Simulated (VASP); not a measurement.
# Li2ZnO2 (P-3m1) in VASP: relaxation of cell and atoms with PBE

Aim: the relaxation of cell and atoms of Li2ZnO2 with PBE.

Program: VASP 6.6.1. These are calculated values, not measurements. Logs are shortened: lines on timing, memory, paths and dates and some standing lists are left out, and cuts for length are marked.

### Step 1. The cell of the first run

Symmetry: P-3m1, No. 164, trigonal system. Conventional cell: a = 3.160 Å, b = 3.160 Å, c = 5.183 Å, α = 90.00°, β = 90.00°, γ = 120.00°. Within 2.7 Å of Li (site symmetry 3m) lie 4 O at 1.93 to 2.08 Å and 3 Li at 2.34 Å and 3 Zn at 2.61 Å. Zn (site symmetry -3m) has 6 O at 2.21 Å and 6 Li at 2.61 Å within 2.9 Å. O (site symmetry 3m) has 4 Li at 1.93 to 2.08 Å and 3 Zn at 2.21 Å within 2.6 Å.

The cell was built from a structure type or drawn by symmetry, and may not be a known phase.

### Step 2. Relaxation of cell and atoms, PBE

INCAR

```
  ALGO = Normal
  EDIFF = 1E-7
  EDIFFG = -0.01
  ENCUT = 600
  GGA = PE
  IBRION = 2
  ISIF = 3
  ISMEAR = 0
  LASPH = True
  LCHARG = False
  LREAL = False
  LWAVE = False
  NELM = 100
  NSW = 100
  PREC = Accurate
  SIGMA = 0.02
```

KPOINTS

```
k-points
0
Gamma
  12 12 6
```

POSCAR

```
Li2ZnO2
1.0
    3.1596304816      0.0000000000      0.0000000000
   -1.5798152408      2.7363202636      0.0000000000
    0.0000000000      0.0000000000      5.1834764920
Li Zn O
2 1 2
Direct
    0.6666666667      0.3333333333      0.6410279094
    0.3333333333      0.6666666667      0.3589720906
    0.0000000000      0.0000000000      0.0000000000
    0.6666666667      0.3333333333      0.2403699148
    0.3333333333      0.6666666667      0.7596300852
```

Potentials or basis: VASP PAW PBE potentials, release 64 (Li_sv, Zn, O).

Command:

```
$ cat potpaw_PBE.64/Li_sv/POTCAR potpaw_PBE.64/Zn/POTCAR potpaw_PBE.64/O/POTCAR > POTCAR
$ mpirun -np 1 vasp_std > vasp.out
```

OUTCAR:

```text
EDIFF = 1E-7
   EDIFFG = -0.01
   ENCUT = 600
   GGA = PE
   IBRION = 2
   ISIF = 3
   ISMEAR = 0
   LASPH = True
   LREAL = False
   NELM = 100
   NSW = 100
   PREC = Accurate

 ion  position               nearest neighbor table
   1  0.667  0.333  0.641-   5 1.93   5 1.93   5 1.93   4 2.08   2 2.34   2 2.34   2 2.34   3 2.61
                             3 2.61   3 2.61
   2  0.333  0.667  0.359-   4 1.93   4 1.93   4 1.93   5 2.08   1 2.34   1 2.34   1 2.34   3 2.61
                             3 2.61   3 2.61
   3  0.000  0.000  0.000-   4 2.21   5 2.21   5 2.21   4 2.21   4 2.21   5 2.21   1 2.61   2 2.61
                             2 2.61   1 2.61   2 2.61   1 2.61
   4  0.667  0.333  0.240-   2 1.93   2 1.93   2 1.93   1 2.08   3 2.21   3 2.21   3 2.21
   5  0.333  0.667  0.760-   1 1.93   1 1.93   1 1.93   2 2.08   3 2.21   3 2.21   3 2.21

  LATTYP: Found a hexagonal cell.
 ALAT       =     3.1596304816
 C/A-ratio  =     1.6405324997

  Lattice vectors:

 A1 = (   3.1596304816,   0.0000000000,   0.0000000000)
 A2 = (  -1.5798152408,   2.7363202636,   0.0000000000)
 A3 = (   0.0000000000,   0.0000000000,   5.1834764920)

Analysis of symmetry for initial positions (statically):
=====================================================================
 Subroutine PRICEL returns:
 Original cell was already a primitive cell.

 Routine SETGRP: Setting up the symmetry group for a
 hexagonal supercell.

 Subroutine GETGRP returns: Found 12 space group operations
 (whereof 12 operations were pure point group operations)
 out of a pool of 24 trial point group operations.

The static configuration has the point symmetry D_3d.

Analysis of symmetry for dynamics (positions and initial velocities):
=====================================================================
 Subroutine PRICEL returns:
 Original cell was already a primitive cell.

 Routine SETGRP: Setting up the symmetry group for a
 hexagonal supercell.

 Subroutine GETGRP returns: Found 12 space group operations
 (whereof 12 operations were pure point group operations)
 out of a pool of 24 trial point group operations.

The dynamic configuration has the point symmetry D_3d.

 Subroutine INISYM returns: Found 12 space group operations
 (whereof 12 operations are pure point group operations),
 and found     1 'primitive' translations

----------------------------------------------------------------------------------------

[... 103 lines left out ...]
   NFREE  =      1    steps in history (QN), initial steepest desc. (CG)
   ISIF   =      3    stress and relaxation
   ISYM   =      2    0-nonsym 1-usesym 2-fastsym
   POTIM  = 0.5000    time-step for ionic-motion
   TEBEG  =    0.0;   TEEND  =   0.0 temperature during run
   PSTRESS=    0.0 pullay stress
   NELECT =      30.0000    total number of electrons
   NUPDOWN=      -1.0000    fix difference up-down
   EMIN   =  10.00;   EMAX   =-10.00  energy-range for DOS
   EFERMI =   0.00;   METHOD = LEGACY
   ISMEAR =     0;   SIGMA  =   0.02  broadening in eV -4-tet -1-fermi 0-gaus
   EFERMI_NEDOS =   21; number of points for ismear=-14 and -15
   IALGO  =     38    algorithm
   IMIX   =      4    mixing-type and parameters
     AMIX     =   0.40;   BMIX     =  1.00
     AMIX_MAG =   1.60;   BMIX_MAG =  1.00
  volume/ion in A,a.u.               =       8.96        60.49
  Fermi-wavevector in a.u.,A,eV,Ry     =   1.432101  2.706279 27.904388  2.050915
  Thomas-Fermi vector in A             =   2.551766
   LORBIT       =      0    0 simple, 1 ext, 2 COOP (PROOUT), +10 PAW based schemes
   GGA     = PE    functional components
   LHFCALC =     F    Hartree Fock is set to
   AEXX    =    0.0000 exact exchange contribution
   IVDW    =     0    specifies the selected vdW correction
   LEPSILON=     F    determine dielectric tensor
   LRPA    =     F    only Hartree local field effects (RPA)
 conjugate gradient relaxation of ions
 non-spin polarized calculation
 Gauss-broadening in eV      SIGMA  =   0.02
  energy-cutoff  :      600.00
  volume of cell :       44.82
 maximum number of plane-waves:      1521
 NGX is ok and might be reduce to    28
   NGX = 13   NGY = 13   NGZ = 21

--------------------------------------- Ionic step        1  -------------------------------------------

 number of electron      30.0000002 magnetization

 Free energy of the ion-electron system (eV)
  ---------------------------------------------------
  ext. energy  EPLUGINS =         0.00000000
  ---------------------------------------------------
  free energy    TOTEN  =       -23.05764244 eV

  energy without entropy =      -23.05764244  energy(sigma->0) =      -23.05764244

------------------------ aborting loop because EDIFF is reached ----------------------------------------

  FORCE on cell =-STRESS in cart. coord.  units (eV):
  Direction    XX          YY          ZZ          XY          YZ          ZX
  --------------------------------------------------------------------------------------
  -------------------------------------------------------------------------------------
  Total        0.0454984      0.0454984     -0.0321156      0.0000000      0.0000000      0.0000000
  in kB        1.6266070      1.6266070     -1.1481611      0.0000000      0.0000000      0.0000000
  external PRESSURE =       0.7016843 kB  Pullay stress =       0.0000000 kB
[... 104 lines left out ...]
--------------------------------------- Ionic step        4  -------------------------------------------

 number of electron      30.0000002 magnetization

 Free energy of the ion-electron system (eV)
  ---------------------------------------------------
  ext. energy  EPLUGINS =         0.00000000
  ---------------------------------------------------
  free energy    TOTEN  =       -23.05793157 eV

  energy without entropy =      -23.05793157  energy(sigma->0) =      -23.05793157

 E-fermi :   1.9213     XC(G=0): -10.8245

 val. band max:        1.7254412466   @ k =   0.0000   0.0000   0.5000
 cond. band min:       4.6451997827   @ k =   0.0000   0.0000   0.0000
 fundamental gap:      2.9197585361
 Fermi energy:         1.9213469363

 k-point     1 :       0.0000    0.0000    0.0000
  band No.  band energies     occupation
      1     -41.3623      2.00000
      2     -41.2085      2.00000
      3     -14.9771      2.00000
      4     -14.2269      2.00000
      5      -3.6289      2.00000
      6      -3.0113      2.00000
[... 505 lines left out ...]
      6      -3.0324      2.00000
[... 11 lines left out ...]
     18      10.8069      0.00000
     19      12.9890      0.00000

 [... further k-points ...]
[... 5 lines left out ...]
  --------------------------------------------------------------------------------------
  -------------------------------------------------------------------------------------
  Total       -0.0125864     -0.0125864     -0.0272005      0.0000000      0.0000000      0.0000000
  in kB       -0.4501137     -0.4501137     -0.9727431      0.0000000      0.0000000      0.0000000
  external PRESSURE =      -0.6243235 kB  Pullay stress =       0.0000000 kB
[... 20 lines left out ...]
  FREE ENERGIE OF THE ION-ELECTRON SYSTEM (eV)
  ---------------------------------------------------
  free  energy   TOTEN  =       -23.0579315722 eV

  energy  without entropy=      -23.0579315722  energy(sigma->0) =      -23.05793157

 reached required accuracy - stopping structural energy minimisation
```

CONTCAR:

```text
Li2ZnO2
   1.00000000000000
     3.1617869388469058   -0.0000000000000000    0.0000000000000000
    -1.5808934694234529    2.7381878103579198    0.0000000000000000
     0.0000000000000000    0.0000000000000000    5.1748024155659671
  Li              Zn              O
     2     1     2
Direct
     0.6666666667000030    0.3333333332999970    0.6403328938939447
     0.3333333332999970    0.6666666667000030    0.3596671061060553
     1.0000000000000000    1.0000000000000000    1.0000000000000000
     0.6666666667000030    0.3333333332999970    0.2411326563024161
     0.3333333332999970    0.6666666667000030    0.7588673436975839

  0.00000000E+00  0.00000000E+00  0.00000000E+00
  0.00000000E+00  0.00000000E+00  0.00000000E+00
  0.00000000E+00  0.00000000E+00  0.00000000E+00
  0.00000000E+00  0.00000000E+00  0.00000000E+00
  0.00000000E+00  0.00000000E+00  0.00000000E+00
```

It took 3.6 min on 1 thread of Intel Xeon 6975P-C (Granite Rapids), shared host; peak memory 0.25 GiB.

What came out:

```
Free energy                           : -23.0579 eV
Relaxed volume                        : 8.96 Å³/atom
Relaxed cell                          : a = 3.162 Å, b = 3.162 Å, c = 5.175 Å, α = 90.00°, β = 90.00°, γ = 120.00°
Space group after relaxing (to 0.1 Å) : P-3m1 (No. 164)
Energy gained by relaxing             : 0.1 meV/atom
Ionic steps                           : 4
Pressure after relaxing               : -0.1 GPa
Largest force after relaxing          : 0.009 eV/Å
Band gap on the k mesh                : 2.92 eV (least direct gap 3.12 eV)
```

Forces on the atoms (eV/Å):
```
Li   0.000  0.000 -0.009
Li   0.000  0.000  0.009
Zn   0.000  0.000  0.000
O    0.000  0.000 -0.005
O    0.000  0.000  0.005
```

The path:
| step | energy change (eV) | largest force (eV/Å) | pressure (GPa) | volume (Å³) |
| --- | --- | --- | --- | --- |
| 1 | 0.0000 | 0.0327 | 0.07 | 44.82 |
| 2 | -0.0001 | 0.0181 | -0.07 | 44.84 |
| 3 | -0.0002 | 0.0144 | -0.19 | 44.87 |
| 4 | -0.0003 | 0.0091 | -0.06 | 44.80 |

Final structure:
```
CELL_PARAMETERS angstrom
3.16179 0.00000 0.00000
-1.58089 2.73819 0.00000
0.00000 0.00000 5.17480
ATOMIC_POSITIONS crystal
Li 0.66667 0.33333 0.64033
Li 0.33333 0.66667 0.35967
Zn 0.00000 0.00000 0.00000
O 0.66667 0.33333 0.24113
O 0.33333 0.66667 0.75887
```

Caveat: the cutoff is under 1.25 times the usual one of these potentials, so pressure, stress and relaxed cells hold a basis-set (Pulay) error.
